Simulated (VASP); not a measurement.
Input of a VASP 6.6.1 run:

INCAR

```
ALGO = Normal ; EDIFF = 1E-7
EDIFFG = -0.03 ; ENCUT = 520
GGA = PE ; IBRION = 2
ISIF = 2 ; ISMEAR = 0
IVDW = 12 ; LASPH = True
LCHARG = False ; LREAL = Auto
LWAVE = False ; NELECT = 66.0
NELM = 80 ; NSW = 80
PREC = Accurate ; SIGMA = 0.05
```

The input KPOINTS:

```
k-points
0
Gamma
  2 2 2
```

Contents of POSCAR:

```
LiSi16
1.0
    0.0000000000      5.4300000000      5.4300000000
    5.4300000000      0.0000000000      5.4300000000
    5.4300000000      5.4300000000      0.0000000000
Si Li
16 1
Direct
    0.0000000000      0.0000000000      0.0000000000
    0.1250000000      0.1250000000      0.1250000000
    0.0000000000      0.0000000000      0.5000000000
    0.1250000000      0.1250000000      0.6250000000
    0.0000000000      0.5000000000      0.0000000000
    0.1250000000      0.6250000000      0.1250000000
    0.0000000000      0.5000000000      0.5000000000
    0.1250000000      0.6250000000      0.6250000000
    0.5000000000      0.0000000000      0.0000000000
    0.6250000000      0.1250000000      0.1250000000
    0.5000000000      0.0000000000      0.5000000000
    0.6250000000      0.1250000000      0.6250000000
    0.5000000000      0.5000000000      0.0000000000
    0.6250000000      0.6250000000      0.1250000000
    0.5000000000      0.5000000000      0.5000000000
    0.6250000000      0.6250000000      0.6250000000
    0.3130264200      1.0691811400      0.8112567200
```

Potentials or basis: VASP PAW PBE potentials, release 64 (Si, Li_sv).

Command:

```bash
$ cat potpaw_PBE.64/Si/POTCAR potpaw_PBE.64/Li_sv/POTCAR > POTCAR
$ mpirun -np 1 vasp_std > vasp.out
```

(1) Estimate the energy gained by relaxing.

(2) Predict the dispersion energy per atom.

## Answers

(1) 58.0 meV/atom.

(2) -0.321 eV.

Caveat: the k points lie up to 0.50 Å⁻¹ apart; the cell carries a net charge on a neutralising background, which shifts energy and pressure.
